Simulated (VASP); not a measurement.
# Hg (P1) in VASP: single point with r2SCAN

Aim: the single point of Hg with r2SCAN.

All numbers are computed with VASP 6.6.1; they aren't measurements. Logs are shortened: lines on timing, memory, paths and dates and some standing lists are left out, and cuts for length are marked.

## 1. The cell of the first run

The typed cell holds 6 atoms: a = 5.636 Å, b = 5.578 Å, c = 5.359 Å, α = 90.00°, β = 118.37°, γ = 90.00°.

## 2. Single point, r2SCAN

POSCAR reads:

```
Hg
1.0
    5.6351521648      0.0000000000      0.0992471502
    0.0000000000      5.5776418466      0.0000000000
   -2.6288452130      0.0000000000      4.6701544736
Hg
6
Direct
    0.0167720068      0.5100178674      0.5198970269
   -0.0007801636      0.0037182380     -0.0242693409
    0.3959276358      0.0017062766      0.6672981222
    0.6662921792      0.5018278471      0.8873435394
    0.6991058320      1.0130331340      0.3443461555
    0.2998653094      0.4979244054      0.1955439007
```

INCAR.step1 reads:

```
SYSTEM = Hg
PREC     = Accurate       ! precision mode
ENCUT    = 520            ! plane-wave cutoff, eV
ISMEAR   = -1             ! smearing method
SIGMA    = 0.112          ! smearing width, eV
LREAL    = .False.        ! projectors in reciprocal space
LASPH    = .True.         ! aspherical terms in the spheres
NELM     = 60             ! most SCF steps
NBANDS   = 45             ! bands
GGA      = PE             ! functional
ALGO     = Normal         ! electronic algorithm
EDIFF    = 1E-4           ! SCF threshold, eV
LWAVE    = .True.         ! write WAVECAR
LCHARG   = .False.        ! write CHGCAR
```

INCAR.step2 reads:

```
SYSTEM = Hg
PREC     = Accurate       ! precision mode
ENCUT    = 520            ! plane-wave cutoff, eV
EDIFF    = 1E-6           ! SCF threshold, eV
ISMEAR   = -1             ! smearing method
SIGMA    = 0.112          ! smearing width, eV
LREAL    = .False.        ! projectors in reciprocal space
LASPH    = .True.         ! aspherical terms in the spheres
NELM     = 60             ! most SCF steps
ALGO     = Normal         ! electronic algorithm
ISIF     = 2              ! what is computed and relaxed
LWAVE    = .False.        ! write WAVECAR
LCHARG   = .True.         ! write CHGCAR
METAGGA  = R2SCAN         ! meta-GGA
LMIXTAU  = .True.       
LELF     = .True.         ! ELF
LVHAR    = .True.       
NBANDS   = 45             ! bands
ISTART   = 1
```

KPOINTS reads:

```
Automatic mesh
0
Gamma
  4 2 4
  0 0 0
```

Potentials or basis: VASP PAW PBE potentials, release 64 (Hg).

Command:

```console
cat potpaw_PBE.64/Hg/POTCAR > POTCAR
cp INCAR.step1 INCAR
mpirun -np 1 vasp_std > vasp.out
cp INCAR.step2 INCAR
mpirun -np 1 vasp_std > vasp.out
```

OUTCAR:

```text
SYSTEM = Hg
   PREC = Accurate
   ENCUT = 520
   EDIFF = 1E-6
   ISMEAR = -1
   LREAL = .False.
   LASPH = .True.
   NELM = 60
   ISIF = 2
   METAGGA = R2SCAN
   ISTART = 1

 ion  position               nearest neighbor table
   1  0.017  0.510  0.520-   6 2.86   4 3.01   6 3.19   5 3.19   5 3.22   4 3.23   3 3.33   4 3.39
                             3 3.41   6 3.56   2 3.71   2 3.77
   2  0.999  0.004  0.976-   5 2.98   3 2.99   5 3.15   6 3.16   6 3.21   4 3.26   4 3.28   3 3.30
                             3 3.35   5 3.47   1 3.71   1 3.77
   3  0.396  0.002  0.667-   5 2.95   2 2.99   4 3.13   4 3.13   5 3.19   2 3.30   1 3.33   2 3.35
                             1 3.41   5 3.46   6 3.61   6 3.64
   4  0.666  0.502  0.887-   1 3.01   3 3.13   3 3.13   6 3.14   6 3.20   1 3.23   2 3.26   6 3.28
                             2 3.28   1 3.39   5 3.61   5 3.71
   5  0.699  0.013  0.344-   3 2.95   2 2.98   2 3.15   1 3.19   3 3.19   1 3.22   6 3.36   3 3.46
                             2 3.47   6 3.50   4 3.61   4 3.71
   6  0.300  0.498  0.196-   1 2.86   4 3.14   2 3.16   1 3.19   4 3.20   2 3.21   4 3.28   5 3.36
                             5 3.50   1 3.56   3 3.61   3 3.64

  LATTYP: Found a simple monoclinic cell.
 ALAT       =     5.3592135581
 B/A-ratio  =     1.0407575265
 C/A-ratio  =     1.0516517048
 COS(beta)  =    -0.4751068139

  Lattice vectors:

 A1 = (  -2.6288452130,   0.0000000000,   4.6701544736)
 A2 = (   0.0000000000,  -5.5776418466,   0.0000000000)
 A3 = (   5.6351521648,   0.0000000000,   0.0992471502)

Analysis of symmetry for initial positions (statically):
=====================================================================
 Subroutine PRICEL returns:
 Original cell was already a primitive cell.

 Routine SETGRP: Setting up the symmetry group for a
 simple monoclinic supercell.

 Subroutine GETGRP returns: Found  1 space group operations
 (whereof  1 operations were pure point group operations)
 out of a pool of  4 trial point group operations.

The static configuration has the point symmetry C_1 .

Analysis of symmetry for dynamics (positions and initial velocities):
=====================================================================
 Subroutine PRICEL returns:
 Original cell was already a primitive cell.

 Routine SETGRP: Setting up the symmetry group for a
 simple monoclinic supercell.

 Subroutine GETGRP returns: Found  1 space group operations
 (whereof  1 operations were pure point group operations)
 out of a pool of  4 trial point group operations.

The dynamic configuration has the point symmetry C_1 .

 Subroutine INISYM returns: Found  1 space group operations
 (whereof  1 operations are pure point group operations),
 and found     1 'primitive' translations

----------------------------------------------------------------------------------------

                                     Primitive cell

  volume of cell :     148.2422

  direct lattice vectors                    reciprocal lattice vectors
     5.635152165  0.000000000  0.099247150     0.175715465  0.000000000  0.098910810
     0.000000000  5.577641847  0.000000000     0.000000000  0.179287238  0.000000000
    -2.628845213  0.000000000  4.670154474    -0.003734193  0.000000000  0.212023690

  length of vectors
     5.636026075  5.577641847  5.359213558     0.201641446  0.179287238  0.212056571

  position of ions in fractional coordinates (direct lattice)
     0.016772007  0.510017867  0.519897027
     0.999219836  0.003718238  0.975730659
     0.395927636  0.001706277  0.667298122
     0.666292179  0.501827847  0.887343539
     0.699105832  0.013033134  0.344346155
     0.299865309  0.497924405  0.195543901

  ion indices of the primitive-cell ions
   primitive index   ion index
                 1           1
                 2           2
                 3           3
                 4           4
                 5           5
                 6           6

----------------------------------------------------------------------------------------

 KPOINTS: Automatic mesh

Automatic generation of k-mesh.
 Grid dimensions read from file:
 generate k-points for:    4    2    4

 Generating k-lattice:

  Cartesian coordinates                     Fractional coordinates (reciprocal lattice)
     0.043928866  0.000000000  0.024727702     0.250000000  0.000000000  0.000000000
     0.000000000  0.089643619  0.000000000     0.000000000  0.500000000  0.000000000
    -0.000933548  0.000000000  0.053005922     0.000000000  0.000000000  0.250000000

  Length of vectors
     0.050410362  0.089643619  0.053014143

  Shift w.r.t. Gamma in fractional coordinates (k-lattice)
     0.000000000  0.000000000  0.000000000

 Subroutine IBZKPT returns following result:
 ===========================================

 Found     20 irreducible k-points:

 Following reciprocal coordinates:
            Coordinates               Weight
  0.000000  0.000000  0.000000      1.000000
  0.250000  0.000000 -0.000000      2.000000
  0.500000  0.000000 -0.000000      1.000000
  0.000000  0.500000  0.000000      1.000000
  0.250000  0.500000 -0.000000      2.000000
  0.500000  0.500000 -0.000000      1.000000
[... 12 lines left out ...]
  0.250000  0.500000  0.500000      2.000000
  0.500000  0.500000  0.500000      1.000000
   k-points           NKPTS =     20   k-points in BZ     NKDIM =     20   number of bands    NBANDS=     45
   number of dos      NEDOS =    301   number of ions     NIONS =      6
   total plane-waves  NPLWV =  70560
   dimension x,y,z NGX =    42 NGY =   42 NGZ =   40
   dimension x,y,z NGXF=    84 NGYF=   84 NGZF=   80
   ions per type =               6
   NGX,Y,Z   is equivalent  to a cutoff of  12.39, 12.52, 12.41 a.u.
   NGXF,Y,Z  is equivalent  to a cutoff of  24.78, 25.04, 24.82 a.u.
 SYSTEM =  Hg
   PREC   = accura    normal or accurate (medium, high low for compatibility)
   ISTART =      1    job   : 0-new  1-cont  2-samecut
   ICHARG =      0    charge: 1-file 2-atom 10-const
   ISPIN  =      1    spin polarized calculation?
   LNONCOLLINEAR =      F non collinear calculations
   LSORBIT =      F    spin-orbit coupling
   LASPH  =      T    aspherical Exc in radial PAW
   ENCUT  =  520.0 eV  38.22 Ry    6.18 a.u.  10.48 10.37  9.96*2*pi/ulx,y,z
   NELM   =     60;   NELMIN=  2; NELMDL=  0     # of ELM steps
   EDIFF  = 0.1E-05   stopping-criterion for ELM
   LREAL  =      F    real-space projection
   EDIFFG = 0.1E-04   stopping-criterion for IOM
   NSW    =      0    number of steps for IOM
   IBRION =     -1    ionic relax: 0-MD 1-quasi-New 2-CG
   NFREE  =      0    steps in history (QN), initial steepest desc. (CG)
   ISIF   =      2    stress and relaxation
   ISYM   =      2    0-nonsym 1-usesym 2-fastsym
   POTIM  = 0.5000    time-step for ionic-motion
   TEBEG  =    0.0;   TEEND  =   0.0 temperature during run
   PSTRESS=    0.0 pullay stress
   NELECT =      72.0000    total number of electrons
   NUPDOWN=      -1.0000    fix difference up-down
   EMIN   =  10.00;   EMAX   =-10.00  energy-range for DOS
   EFERMI =   0.00;   METHOD = LEGACY
   ISMEAR =    -1;   SIGMA  =   0.11  broadening in eV -4-tet -1-fermi 0-gaus
   EFERMI_NEDOS =   21; number of points for ismear=-14 and -15
   IALGO  =     38    algorithm
   IMIX   =      4    mixing-type and parameters
     AMIX     =   0.40;   BMIX     =  1.00
     AMIX_MAG =   1.60;   BMIX_MAG =  1.00
  volume/ion in A,a.u.               =      24.71       166.73
  Fermi-wavevector in a.u.,A,eV,Ry     =   1.286851  2.431796 22.531061  1.655986
  Thomas-Fermi vector in A             =   2.418901
   LORBIT       =      0    0 simple, 1 ext, 2 COOP (PROOUT), +10 PAW based schemes
   METAGGA = R2SCAN    functional components
   LHFCALC =     F    Hartree Fock is set to
   AEXX    =    0.0000 exact exchange contribution
   IVDW    =     0    specifies the selected vdW correction
   LEPSILON=     F    determine dielectric tensor
   LRPA    =     F    only Hartree local field effects (RPA)
 non-spin polarized calculation
  energy-cutoff  :      520.00
  volume of cell :      148.24
 maximum number of plane-waves:      4015
 NGX is ok and might be reduce to    42
   NGX = 21   NGY = 21   NGZ = 19

 number of electron      72.0000008 magnetization

 Free energy of the ion-electron system (eV)
  ---------------------------------------------------
  ext. energy  EPLUGINS =         0.00000000
  ---------------------------------------------------
  free energy    TOTEN  =      -295.57402625 eV

  energy without entropy =     -295.49829267  energy(sigma->0) =     -295.53615946

 E-fermi :   2.0265     XC(G=0): -11.1811

 val. band max:        2.0196529516   @ k =   0.2500   0.0000  -0.0000
 cond. band min:       2.0443383513   @ k =   0.0000   0.5000   0.0000
 fundamental gap:      0.0246853997
 Fermi energy:         2.0264970699

 k-point     1 :       0.0000    0.0000    0.0000
  band No.  band energies     occupation
      1      -6.7172      2.00000
      2      -6.0540      2.00000
      3      -5.4798      2.00000
      4      -5.4131      2.00000
      5      -5.3493      2.00000
      6      -5.2784      2.00000
[... 37 lines left out ...]
     44       7.8704      0.00000
     45       7.9276      0.00000

 k-point     2 :       0.2500    0.0000   -0.0000
  band No.  band energies     occupation
      1      -6.2904      2.00000
      2      -5.8631      2.00000
      3      -5.6326      2.00000
      4      -5.5851      2.00000
      5      -5.5483      2.00000
      6      -5.3918      2.00000
[... 37 lines left out ...]
     44       7.6343      0.00000
     45       9.0898      0.00000

 k-point     3 :       0.5000    0.0000   -0.0000
  band No.  band energies     occupation
      1      -5.9203      2.00000
      2      -5.8929      2.00000
      3      -5.7247      2.00000
      4      -5.5677      2.00000
      5      -5.4473      2.00000
      6      -5.4194      2.00000
[... 805 lines left out ...]
     44      10.1223      0.00000
     45      10.5342      0.00000

 k-point    20 :       0.5000    0.5000    0.5000
  band No.  band energies     occupation
      1      -5.9377      2.00000
      2      -5.9228      2.00000
      3      -5.6938      2.00000
      4      -5.6653      2.00000
      5      -5.5070      2.00000
      6      -5.4863      2.00000
[... 37 lines left out ...]
     44       9.5171      0.00000
     45       9.9958      0.00000

------------------------ aborting loop because EDIFF is reached ----------------------------------------

  FORCE on cell =-STRESS in cart. coord.  units (eV):
  Direction    XX          YY          ZZ          XY          YZ          ZX
  --------------------------------------------------------------------------------------
  -------------------------------------------------------------------------------------
  Total        3.5814565      3.2655757      2.9171469      0.0075915      0.0001072      0.4545760
  in kB       38.7077908     35.2938028     31.5280416      0.0820482      0.0011582      4.9129825
  external PRESSURE =      35.1765451 kB  Pullay stress =       0.0000000 kB

 VOLUME and BASIS-vectors are now :
 -----------------------------------------------------------------------------
  energy-cutoff  :      520.00
  volume of cell :      148.24
      direct lattice vectors                 reciprocal lattice vectors
     5.635152165  0.000000000  0.099247150     0.175715465  0.000000000  0.098910810
     0.000000000  5.577641847  0.000000000     0.000000000  0.179287238  0.000000000
    -2.628845213  0.000000000  4.670154474    -0.003734193  0.000000000  0.212023690

 POSITION                                       TOTAL-FORCE (eV/Angst)
 -----------------------------------------------------------------------------------
     -1.27222      2.84470      2.42966        -0.507757      0.022671      0.343091
      3.06571      0.02074      4.65598         0.487056     -0.049264      0.387141
      0.47689      0.00952      3.15568        -0.594825     -0.000995     -0.094657
      1.42197      2.79902      4.21016        -0.121080      0.014072     -0.202431
      3.03434      0.07269      1.67753         0.153233     -0.028974     -0.257040
      1.17573      2.77724      0.94298         0.583374      0.042491     -0.176103
 -----------------------------------------------------------------------------------
    total drift:                                0.000343     -0.000179      0.000238

  FREE ENERGIE OF THE ION-ELECTRON SYSTEM (eV)
  ---------------------------------------------------
  free  energy   TOTEN  =      -295.5740262479 eV

  energy  without entropy=     -295.4982926719  energy(sigma->0) =     -295.53615946
```

Wall time 3.9 min (1 thread of Intel Xeon Platinum 8488C (Sapphire Rapids), shared host); peak memory 0.31 GiB.

Results:

| Quantity | Value |
| --- | --- |
| Free energy | -295.5740 eV |
| Pressure | 3.5 GPa |
| Largest force | 0.624 eV/Å |
| Band gap on the k mesh | zero (bands 36 and 37 overlap by 0.73 eV) |

Forces in eV/Å, atoms in the order of the input:
```
Hg  -0.508  0.023  0.343
Hg   0.487 -0.049  0.387
Hg  -0.595 -0.001 -0.095
Hg  -0.121  0.014 -0.202
Hg   0.153 -0.029 -0.257
Hg   0.583  0.042 -0.176
```

Caveat: the k points lie up to 0.56 Å⁻¹ apart, too coarse for converged energies and pressures of a metal; the atoms stand as in a frame of molecular dynamics; the PAW data sets were made with another functional, which shifts forces and pressure a little; spin-orbit coupling is left out, which moves the levels of the heavy elements.

The gap in the log of VASP goes by the Fermi energy; the results here count the filled bands.